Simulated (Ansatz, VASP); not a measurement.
## One calculation of GaAs, two programs

```
Ga As
1.0
     0.00000    2.80154    2.80154
     2.80154    0.00000    2.80154
     2.80154    2.80154    0.00000
Ga As
1 1
Direct
  0.00000 0.00000 0.00000
  0.75000 0.75000 0.75000
```

Alike in both runs: task relaxation of cell and atoms; functional LDA; k mesh 12 × 12 × 12; no spin polarisation.

|  | VASP | Ansatz |
| --- | --- | --- |
| version | VASP 6.6.1 | Ansatz 0.2.0 |
| potentials or method | VASP PAW LDA potentials, release 64 (Ga_d, As), cutoff 600 eV | scalar-relativistic, plane waves, PAW |
| occupations | gaussian, width 0.01 eV | fixed |
| valence electrons in the cell | 18 | 28 |

VASP gave:

* gap on the k mesh at the Fermi level, each at its own relaxed structure (eV): 0.51
* relaxed volume (Å³/atom): 22.07
* relaxed length of the cell vector where the two differ most in proportion (Å): 3.967

Q: What did Ansatz give for the same quantities?

A: gap on the k mesh at the Fermi level, each at its own relaxed structure (eV): 0.49; relaxed volume (Å³/atom): 21.99; relaxed length of the cell vector where the two differ most in proportion (Å): 3.962.

Ansatz warns that its potentials were made for another functional, while VASP's fit it. LDA's correlation is that of Perdew and Zunger in VASP and of Perdew and Wang (1992) in Ansatz. VASP's potentials hold 18 valence electrons a cell and Ansatz's 28, so a difference there can come from the potentials and not from the codes.
